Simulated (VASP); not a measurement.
**BN: single point with HSE06**

The system is BN.

```xyz
2
Lattice="0.0419 1.7926 1.7926 1.7926 0.0419 1.7926 1.7926 1.7926 0.0419" Properties=species:S:1:pos:R:3 pbc="T T T"
B     0.0010    0.0010    0.0010
N     0.9058    0.9058    0.9058
```

This cell differs from its parent crystal: epitaxial 111 strain -3.0%.

* Program: VASP 6.6.1
* Task: single point
* Functional: HSE06
* Potentials or basis: VASP PAW PBE potentials, release 64 (B, N)
* Cutoff: 520 eV
* k mesh: 8 × 8 × 8
* Occupations: gaussian, width 0.01 eV
* Spin: no spin polarisation

| Item | Value |
| --- | --- |
| Pressure | 21.0 GPa |
| Largest force | 0.037 eV/Å |
| Band gap on the k mesh | 5.74 eV (least direct gap 9.89 eV) |

Forces on the atoms (eV/Å):
```
B    0.022  0.022  0.022
N   -0.022 -0.022 -0.022
```

Stress tensor (GPa, compression positive):
```
 20.95 -12.57 -12.57
-12.57  20.95 -12.57
-12.57 -12.57  20.95
```

Levels at points of the mesh, in eV from the valence-band top:
```tsv
k point	band 1	band 2	band 3	band 4	band 5	band 6	band 7	band 8
(0.00, 0.00, 0.00)	-22.92	-0.23	0.00	0.00	9.89	11.13	11.13	13.37
(0.50, 0.00, 0.00)	-17.97	-12.28	-2.41	-2.39	11.95	12.79	13.02	17.94
(0.50, 0.50, 0.00)	-16.51	-10.28	-5.94	-5.46	5.74	11.07	21.22	21.37
(0.50, 0.50, 0.50)	-18.43	-12.40	-1.99	-1.99	13.10	13.10	13.33	17.92
```

Wall time 15 min on 1 thread of Intel(R) Xeon(R) Platinum 8488C (Sapphire Rapids) (shared host), peak memory 0.23 GiB.

Caveat: the cell differs from its parent crystal (epitaxial 111 strain -3.0%); the cell stands under pressure; the PAW data sets were made with another functional, which shifts forces and pressure a little. A k mesh can miss the band edges.
